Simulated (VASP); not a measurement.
Input of a VASP 6.6.1 run:

INCAR

```
SYSTEM = Ir
  PREC = Accurate
  ENCUT = 520
  EDIFF = 1E-6
  ISMEAR = -1
  SIGMA = 0.1
  LREAL = .FALSE.
  LASPH = .TRUE.
  NELM = 60
  ALGO = Normal
  ISIF = 2
  LWAVE = .FALSE.
  LCHARG = .FALSE.
  GGA = PE
  NBANDS = 16
```

File KPOINTS:

```
regular mesh
0
G
  15 15 8
  0 0 0
```

POSCAR

```
Ir
1.0
    2.6339637204      0.0000000000      0.0000000000
   -1.3169818602      2.2810794945      0.0000000000
    0.0000000000      0.0000000000      4.2719681008
Ir
2
Direct
    0.3333333333      0.6666666667      0.2500000000
    0.6666666667      0.3333333333      0.7500000000
```

Potentials or basis: VASP PAW PBE potentials, release 64 (Ir).

Launch:

```bash
$ cat potpaw_PBE.64/Ir/POTCAR > POTCAR
$ mpirun -np 1 vasp_std > vasp.out
```

(1) Estimate the band gap on the k mesh.

(2) Predict the pressure.

Answers

(1) zero (band 9 reaches 13.52 eV, above the bottom of band 10 at 9.65 eV).

(2) 61.6 GPa.

Caveat: spin-orbit coupling is left out, which moves the levels of the heavy elements.
